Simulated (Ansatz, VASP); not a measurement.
**Two plane-wave programs on BaAgF3**

Contents of INCAR:

```
SYSTEM = BaAgF3
PREC = Accurate ; ENCUT = 600
EDIFF = 1E-6 ; ISMEAR = 0
SIGMA = 0.1 ; LREAL = .False.
LASPH = .True. ; NELM = 100
ALGO = Normal ; ISIF = 3
LWAVE = .False. ; LCHARG = .False.
GGA = PE ; IBRION = 2
NSW = 100 ; EDIFFG = -0.05
```

The input KPOINTS:

```
regular mesh
0
Gamma
  6 6 6
  0 0 0
```

Contents of POSCAR:

```
BaAgF3
1.0
    4.0941160958      0.0000000000      0.0000000000
    0.0000000000      4.0941160958      0.0000000000
    0.0000000000      0.0000000000      4.0941160958
Ba Ag F
1 1 3
Direct
    0.0000000000      0.0000000000      0.0000000000
    0.5000000000      0.5000000000      0.5000000000
    0.0000000000      0.5000000000      0.5000000000
    0.5000000000      0.5000000000      0.0000000000
    0.5000000000      0.0000000000      0.5000000000
```

Input for Ansatz:

```yaml
crystal:
  lattice:
    - [4.0941160958, 0.0, 0.0]
    - [0.0, 4.0941160958, 0.0]
    - [0.0, 0.0, 4.0941160958]
  atoms:
    - { symbol: Ba, position: [0.0, 0.0, 0.0] }
    - { symbol: Ag, position: [0.5, 0.5, 0.5] }
    - { symbol: F, position: [0.0, 0.5, 0.5] }
    - { symbol: F, position: [0.5, 0.5, 0.0] }
    - { symbol: F, position: [0.5, 0.0, 0.5] }
basis:
  ecutwfc: 420
kpoints:
  mp_grid: { grid: [6, 6, 6] }
hamiltonian:
  xc: pbe
scf:
  occupations: { method: gaussian, width: 0.1 }
output:
  forces: true
  stress: true
  eigenvalues: true
relax:
  adjacent_minimum: "off"
  f_tol: 0.05
  max_steps: 80
  cell: { stress_tol: 0.5 }
```

Alike in both runs: task relaxation of cell and atoms; functional PBE; k mesh 6 × 6 × 6; occupations gaussian, width 0.1 eV; no spin polarisation.

```csv
,VASP,Ansatz
version,VASP 6.6.1,Ansatz 0.2.0
potentials or method,"VASP PAW PBE potentials, release 64 (Ba_sv, Ag, F), cutoff 600 eV","scalar-relativistic, plane waves, PAW"
valence electrons in the cell,42,50
```

```csv
,VASP,Ansatz,Ansatz less VASP
"gap on the k mesh at the Fermi level, each at its own relaxed structure (eV)",0.25,0.30,+0.050
relaxed volume (Å³/atom),19.08,19.28,+0.201
relaxed length of the cell vector where the two differ most in proportion (Å),4.569,4.585,+0.0160
```

VASP's potentials hold 42 valence electrons a cell and Ansatz's 50, so a difference there can come from the potentials and not from the codes.

Spin-orbit coupling is off throughout. Noted on VASP's run: the volume moved by over 15 % at a fixed basis, so the end points are rough.
